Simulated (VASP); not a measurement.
A run of VASP 6.6.1:

Contents of INCAR:

```
PREC = Accurate
ENCUT = 600
EDIFF = 1E-6
ISMEAR = 0
SIGMA = 0.1
LREAL = False
LASPH = True
NELM = 100
ALGO = Normal
ISIF = 3
LWAVE = False
LCHARG = False
GGA = PE
IBRION = 2
NSW = 100
EDIFFG = -0.01
```

File KPOINTS:

```
Automatic mesh
0
Gamma
  20 20 20
```

File POSCAR:

```
OsO
1.0
    0.0000000000      2.3190409165      2.3190409165
    2.3190409165      0.0000000000      2.3190409165
    2.3190409165      2.3190409165      0.0000000000
Os O
1 1
Direct
    0.0000000000      0.0000000000      0.0000000000
    0.2500000000      0.2500000000      0.2500000000
```

Potentials or basis: VASP PAW PBE potentials, release 64 (Os, O).

Run with:

```console
$ cat potpaw_PBE.64/Os/POTCAR potpaw_PBE.64/O/POTCAR > POTCAR
$ mpirun -np 1 vasp_std > vasp.out
```

Hardware: 1 thread of AMD EPYC 9R45 96-Core Processor (Zen 5), with other jobs on the host.

Q: How long does it take, and how much memory?

A: It took 89 s on 1 thread of AMD EPYC 9R45 96-Core Processor (Zen 5), with other jobs on the host, peak memory 0.22 GiB. Counts: scf iterations 27, k points 256, ion steps 3.
